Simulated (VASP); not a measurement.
Wanted: the native input for a VASP 6.6.1 run.

```
Task                   : single point
Functional             : r2SCAN
Potentials or basis    : VASP PAW PBE potentials, release 64 (Li_sv, Mg)
Cutoff                 : 520 eV
k mesh                 : 16 × 16 × 16
Occupations            : gaussian, width 0.15 eV
Spin                   : no spin polarisation
Dipole correction      : no
Further INCAR settings : ALGO = Normal; EDIFF = 1e-07; NBANDS = 10
```

LiMg:

```
Li Mg
1.0
     3.47339    0.00000    0.00000
     0.00000    3.47339    0.00000
     0.00000    0.00000    3.36052
Li Mg
1 1
Direct
  0.00000 0.00000 0.00000
  0.50000 0.50000 0.50000
```

This cell differs from its parent crystal: ratio of the length along z to the lengths across it x 0.92, volume and fractional coordinates fixed.

The input as run:

POSCAR

```
LiMg
1.0
    3.4733948293      0.0000000000      0.0000000000
    0.0000000000      3.4733948293      0.0000000000
    0.0000000000      0.0000000000      3.3605169131
Li Mg
1 1
Direct
    0.0000000000      0.0000000000      0.0000000000
    0.5000000000      0.5000000000      0.5000000000
```

INCAR.step1

```
SYSTEM = LiMg
  PREC = Accurate
  ENCUT = 520
  ISMEAR = 0
  SIGMA = 0.15
  LREAL = .FALSE.
  LASPH = .TRUE.
  NELM = 100
  NBANDS = 10
  GGA = PE
  ALGO = Normal
  EDIFF = 1E-4
  LWAVE = .TRUE.
  LCHARG = .FALSE.
```

INCAR.step2

```
SYSTEM = LiMg
  PREC = Accurate
  ENCUT = 520
  EDIFF = 1E-7
  ISMEAR = 0
  SIGMA = 0.15
  LREAL = .FALSE.
  LASPH = .TRUE.
  NELM = 100
  ALGO = Normal
  ISIF = 2
  LWAVE = .FALSE.
  LCHARG = .TRUE.
  METAGGA = R2SCAN
  LMIXTAU = .TRUE.
  LELF = .TRUE.
  LVHAR = .TRUE.
  NBANDS = 10
  ISTART = 1
```

KPOINTS

```
Automatic mesh
0
G
  16 16 16
  0 0 0
```

Potentials or basis: VASP PAW PBE potentials, release 64 (Li_sv, Mg).

Launch:

```sh
$ cat potpaw_PBE.64/Li_sv/POTCAR potpaw_PBE.64/Mg/POTCAR > POTCAR
$ cp INCAR.step1 INCAR
$ mpirun -np 1 vasp_std > vasp.out
$ cp INCAR.step2 INCAR
$ mpirun -np 1 vasp_std > vasp.out
```

It took 13 min on 1 thread of Intel(R) Xeon(R) Platinum 8259CL CPU @ 2.50GHz (Skylake/Cascade Lake), with other jobs on the host, peak memory 0.3 GiB.
